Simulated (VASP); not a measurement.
## Si: single point with PBEsol

The system is Si.

```
CELL_PARAMETERS angstrom
3.84386 0.00000 0.00000
-1.92193 3.32888 0.00000
0.00000 0.00000 6.31256
ATOMIC_POSITIONS crystal
Si 0.33333 0.66667 0.99954
Si 0.66667 0.33333 0.49954
Si 0.33333 0.66667 0.37446
Si 0.66667 0.33333 0.87446
```

This cell differs from its parent crystal: strained cell.

```yaml
Program: VASP 6.6.1
Task: single point
Functional: PBEsol
Potentials_or_basis: VASP PAW PBE potentials, release 64 (Si)
Cutoff: 520 eV
k_mesh: 9 × 9 × 6
Occupations: gaussian, width 0.01 eV
Spin: no spin polarisation
```

- Pressure: -0.6 GPa
- Band gap on the k mesh: 0.33 eV, indirect (least direct gap 0.88 eV)

Stress tensor (GPa, compression positive):
```
-0.99  0.00  0.00
 0.00 -0.99  0.00
 0.00  0.00  0.12
```

Levels at points of the mesh, in eV from the valence-band top:
| k point | band 4 | band 5 | band 6 | band 7 | band 8 | band 9 | band 10 | band 11 | band 12 | band 13 |
| --- | --- | --- | --- | --- | --- | --- | --- | --- | --- | --- |
| (0.00, 0.00, 0.00) | -1.55 | -1.55 | -0.30 | 0.00 | 0.00 | 0.88 | 1.93 | 1.93 | 2.40 | 3.42 |
| (0.00, 0.00, 0.50) | -4.20 | -0.95 | -0.95 | -0.95 | -0.95 | 1.68 | 1.68 | 2.92 | 2.92 | 2.92 |

Wall time 30 s on 1 thread of AMD EPYC 9R45 96-Core Processor (Zen 5) (shared host), peak memory 0.17 GiB.

Caveat: the cell differs from its parent crystal (strained cell); the PAW data sets were made with another functional, which shifts forces and pressure a little. A k mesh can miss the band edges.
